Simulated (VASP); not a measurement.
A run of VASP 6.6.1:

Contents of POSCAR:

```
BeH2
1.0
    0.0000000000      1.9734932835      1.9734932835
    1.9734932835      0.0000000000      1.9734932835
    1.9734932835      1.9734932835      0.0000000000
Be H
1 2
Direct
    0.0000000000      0.0000000000      0.0000000000
    0.2500000000      0.2500000000      0.2500000000
    0.7500000000      0.7500000000      0.7500000000
```

Contents of INCAR.step1:

```
PREC = Accurate
ENCUT = 660
ISMEAR = -1
SIGMA = 0.03
LREAL = F
LASPH = T
NELM = 120
NBANDS = 9
GGA = PE
ALGO = Normal
EDIFF = 1E-5
LWAVE = T
LCHARG = F
GGA_COMPAT = F
```

INCAR.step2

```
PREC = Accurate
ENCUT = 660
EDIFF = 1E-6
ISMEAR = -1
SIGMA = 0.03
LREAL = F
LASPH = T
NELM = 120
ALGO = Normal
ISIF = 2
LWAVE = F
LCHARG = F
METAGGA = R2SCAN
LMIXTAU = T
LUSE_VDW = T
IVDW_NL = 2
BPARAM = 11.95
CPARAM = 0.0093
NBANDS = 9
ISTART = 1
GGA_COMPAT = F
```

File KPOINTS:

```
regular mesh
0
Gamma
  12 12 12
```

Potentials or basis: VASP PAW PBE potentials, release 64 (Be, H).

Launch:

```bash
$ cat potpaw_PBE.64/Be/POTCAR potpaw_PBE.64/H/POTCAR > POTCAR
$ cp INCAR.step1 INCAR
$ mpirun -np 1 vasp_std > vasp.out
$ cp INCAR.step2 INCAR
$ mpirun -np 1 vasp_std > vasp.out
```

Hardware: 1 thread of Intel(R) Xeon(R) Platinum 8559C (Emerald Rapids) (shared host).

**Question.** How long does it take, and how much memory?

**Answer.** Run time: 32 s on 1 thread of Intel(R) Xeon(R) Platinum 8559C (Emerald Rapids) (shared host), peak memory 0.21 GiB. Counts: k points 72.
